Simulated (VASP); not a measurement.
Here is a VASP 6.6.1 calculation.

File INCAR:

```
ALGO = Fast
EDIFF = 1E-6
ENCUT = 520
GGA = PE
ISIF = 2
ISMEAR = 0
LASPH = True
LCHARG = False
LREAL = False
LWAVE = False
NBANDS = 36
NELM = 100
PREC = Accurate
SIGMA = 0.1
```

File KPOINTS:

```
k-points
0
Gamma
  8 8 10
```

Contents of POSCAR:

```
Sn
1.0
    5.6209731063      0.0000000000      0.0000000000
    0.0000000000      5.6209731063      0.0000000000
    0.0000000000      0.0000000000      4.5566808444
Sn
4
Direct
    0.3408814880      0.0000000000      0.7500000000
    0.6591185120      0.0000000000      0.2500000000
    0.0000000000      0.3408814880      0.0000000000
    0.0000000000      0.6591185120      0.5000000000
```

Potentials or basis: VASP PAW PBE potentials, release 64 (Sn_d).

The run is started by

```bash
$ cat potpaw_PBE.64/Sn_d/POTCAR > POTCAR
$ mpirun -np 1 vasp_std > vasp.out
```

**Question.** Estimate the band gap on the k mesh.

**Answer.** Zero (bands 28 and 29 overlap by 0.56 eV).

**Question.** What does it give for the pressure?

**Answer.** -0.1 GPa.

**Question.** Predict the largest force.

**Answer.** 0.006 eV/Å.

Forces in eV/Å, atoms in the order of the input:
```
Sn   0.006  0.000  0.000
Sn  -0.006  0.000  0.000
Sn   0.000  0.006  0.000
Sn   0.000 -0.006  0.000
```

Caveat: spin-orbit coupling is left out, which moves the levels of the heavy elements.
